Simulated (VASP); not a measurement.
Input of a VASP 6.6.1 run:

The input INCAR:

```
PREC = Accurate
ENCUT = 520
EDIFF = 1E-7
ISMEAR = 0
SIGMA = 0.15
LREAL = F
LASPH = T
NELM = 60
ALGO = Normal
ISIF = 2
LWAVE = F
LCHARG = F
GGA = PE
NBANDS = 11
```

The input KPOINTS:

```
regular mesh
0
Gamma
  21 21 6
```

File POSCAR:

```
C
1.0
    2.5240000000      0.0000000000      0.0000000000
   -1.2620000000      2.1858481192      0.0000000000
    0.0000000000      0.0000000000      8.0977000000
C
2
Direct
    0.3333333333      0.6666666667      0.0000000000
    0.6666666667      0.3333333333      0.0000000000
```

Potentials or basis: VASP PAW PBE potentials, release 64 (C).

The run is started by

```console
$ cat potpaw_PBE.64/C/POTCAR > POTCAR
$ mpirun -np 1 vasp_std > vasp.out
```

Q: Predict the band gap on the k mesh.

A: Zero (filled and empty bands touch).
